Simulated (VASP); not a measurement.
## Te2Mo: single point with r2SCAN

Te2Mo:

```
CELL_PARAMETERS angstrom
3.63452 0.00000 0.00000
-1.81726 3.14759 0.00000
0.00000 0.00000 14.55510
ATOMIC_POSITIONS crystal
Te 0.33333 0.66667 0.62852
Te 0.66667 0.33333 0.12852
Te 0.66667 0.33333 0.37148
Te 0.33333 0.66667 0.87148
Mo 0.33333 0.66667 0.25000
Mo 0.66667 0.33333 0.75000
```

This cell differs from its parent crystal: biaxial strain in the a-b plane: +2.0 %.

```yaml
Program: VASP 6.6.1
Task: single point
Functional: r2SCAN
Potentials_or_basis: VASP PAW PBE potentials, release 64 (Te, Mo_sv)
Cutoff: 520 eV
k_mesh: 12 × 12 × 2
Occupations: gaussian, width 0.02 eV
Spin: no spin polarisation
```

The pressure is -1.9 GPa. The largest force is 0.021 eV/Å and the band gap on the k mesh is 0.71 eV (least direct gap 0.92 eV).

Forces in eV/Å, atoms in the order of the input:
```
Te   0.000  0.000  0.021
Te   0.000  0.000  0.021
Te   0.000  0.000 -0.021
Te   0.000  0.000 -0.021
Mo   0.000  0.000  0.000
Mo   0.000  0.000  0.000
```

Stress tensor (GPa, compression positive):
```
-2.76  0.00  0.00
 0.00 -2.76  0.00
 0.00  0.00 -0.11
```

Levels at points of the mesh, in eV from the valence-band top:
```
           k point  band 23  band 24  band 25  band 26  band 27  band 28  band 29  band 30
(0.00, 0.00, 0.00)    -1.33    -0.75    -0.58     0.00     2.68     2.68     2.75     2.75
(0.50, 0.00, 0.00)    -0.96    -0.96    -0.91    -0.82     1.06     1.10     1.38     1.53
(0.00, 0.00, 0.50)    -1.34    -1.34    -0.12    -0.12     2.71     2.71     2.71     2.71
(0.50, 0.00, 0.50)    -0.92    -0.92    -0.89    -0.89     1.08     1.08     1.47     1.47
```

It took 22 min on 1 thread of Oxide Virtual Turin-like Processor, with other jobs on the host, peak memory 0.39 GiB.

Caveat: the cell differs from its parent crystal (biaxial strain in the a-b plane: +2.0 %); the PAW data sets were made with another functional, which shifts forces and pressure a little; spin-orbit coupling is left out, which moves the levels of the heavy elements. A k mesh can miss the band edges.
